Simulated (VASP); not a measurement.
Input of a VASP 6.6.1 run:

File POSCAR:

```
ZrSi2
1.0
    3.6715023460     -0.0000001275      0.0000000000
    1.8357509196     -7.2996453296      0.0000000000
    0.0000000000      0.0000000000     -3.6186230752
Si Zr
4 2
Direct
    0.4474631286      0.1050737428      0.7500000000
    0.5525368714      0.8949262572      0.2500000000
    0.7495168483      0.5009663034      0.7500000000
    0.2504831517      0.4990336966      0.2500000000
    0.1052422084      0.7895155831      0.7500000000
    0.8947577916      0.2104844169      0.2500000000
```

The input INCAR.step1:

```
PREC = Accurate
ENCUT = 520
ISMEAR = 1
SIGMA = 0.0601
LREAL = False
LASPH = True
NELM = 60
NBANDS = 29
GGA = PE
ALGO = Normal
EDIFF = 1E-4
LWAVE = True
LCHARG = False
```

The input INCAR.step2:

```
PREC = Accurate
ENCUT = 520
EDIFF = 1E-7
ISMEAR = 1
SIGMA = 0.0601
LREAL = False
LASPH = True
NELM = 60
ALGO = Normal
ISIF = 2
LWAVE = False
LCHARG = False
METAGGA = R2SCAN
LMIXTAU = True
NBANDS = 29
ISTART = 1
```

File KPOINTS:

```
Automatic mesh
0
Gamma
  5 5 5
```

Potentials or basis: VASP PAW PBE potentials, release 64 (Si, Zr_sv).

Command:

```bash
$ cat potpaw_PBE.64/Si/POTCAR potpaw_PBE.64/Zr_sv/POTCAR > POTCAR
$ cp INCAR.step1 INCAR
$ mpirun -np 1 vasp_std > vasp.out
$ cp INCAR.step2 INCAR
$ mpirun -np 1 vasp_std > vasp.out
```

Q: What does it give for the largest force?

A: 0.010 eV/Å.

Q: What does it give for the pressure?

A: 5.0 GPa.

Q: What does it give for the band gap on the k mesh?

A: Zero (bands 20 and 21 overlap by 0.58 eV).

Forces on the atoms (eV/Å):
```
Si   0.000  0.007  0.000
Si   0.000 -0.007  0.000
Si   0.000 -0.001  0.000
Si   0.000  0.001  0.000
Zr   0.000  0.010  0.000
Zr   0.000 -0.010  0.000
```

Caveat: the cell stands under pressure; the PAW data sets were made with another functional, which shifts forces and pressure a little.
